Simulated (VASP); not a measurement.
Input of a VASP 6.6.1 run:

The input INCAR:

```
SYSTEM = W
PREC = Accurate
ENCUT = 500
EDIFF = 1E-6
ISMEAR = -1
SIGMA = 0.05
LREAL = .False.
LASPH = .True.
NELM = 120
ALGO = Normal
ISIF = 2
LWAVE = .False.
LCHARG = .False.
GGA = PS
NBANDS = 36
GGA_COMPAT = .False.
```

The input KPOINTS:

```
Automatic mesh
0
Gamma
  6 6 6
  0 0 0
```

File POSCAR:

```
W
1.0
    3.9969250718      0.0000000000      0.0000000000
    0.0000000000      3.9969250718      0.0000000000
    0.0000000000      0.0000000000      3.9969250718
W
4
Direct
    0.0000000000      0.0000000000      0.0000000000
    0.0000000000      0.5000000000      0.5000000000
    0.5000000000      0.0000000000      0.5000000000
    0.5000000000      0.5000000000      0.0000000000
```

Potentials or basis: VASP PAW PBE potentials, release 64 (W_sv).

Run with:

```sh
$ cat potpaw_PBE.64/W_sv/POTCAR > POTCAR
$ mpirun -np 1 vasp_std > vasp.out
```

(1) Predict the band gap on the k mesh.

(2) Predict the pressure.

Results:

(1) zero (bands 28 and 29 overlap by 3.09 eV).

(2) 0.6 GPa.

Caveat: the PAW data sets were made with another functional, which shifts forces and pressure a little; spin-orbit coupling is left out, which moves the levels of the heavy elements.
